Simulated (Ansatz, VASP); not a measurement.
## Sb: VASP beside Ansatz

```xyz
2
Lattice="3.3634 0.0000 0.0000 -1.6817 2.9128 0.0000 0.0000 0.0000 5.6016" Properties=species:S:1:pos:R:3 pbc="T T T"
Sb    0.0000    1.9418    1.4004
Sb    1.6817    0.9709    4.2012
```

Alike in both runs: functional PBE; k mesh 15 × 15 × 8; occupations gaussian, width 0.1 eV; no spin polarisation.

Ansatz relaxed the structure, and its values are those at the end. VASP's run is a single point on that final structure, the one shown.

|  | VASP | Ansatz |
| --- | --- | --- |
| version | VASP 6.6.1 | Ansatz 0.2.0 |
| potentials or method | VASP PAW PBE potentials, release 64 (Sb), cutoff 520 eV | scalar-relativistic, plane waves, PAW |
| valence electrons in the cell | 10 | 30 |

Ansatz gave:

- gap on the k mesh at the Fermi level (eV): none
- pressure (GPa): 0.0

Problem. Estimate VASP's values.

Solution. gap on the k mesh at the Fermi level (eV): none; pressure (GPa): -0.1.

A gap of «none» marks a metal or a gap that the smearing closes. With one functional, cell and mesh, what is left measures potentials, basis and numerics. VASP's potentials hold 10 valence electrons a cell and Ansatz's 30, so a difference there can come from the potentials and not from the codes.

Spin-orbit coupling is off throughout.
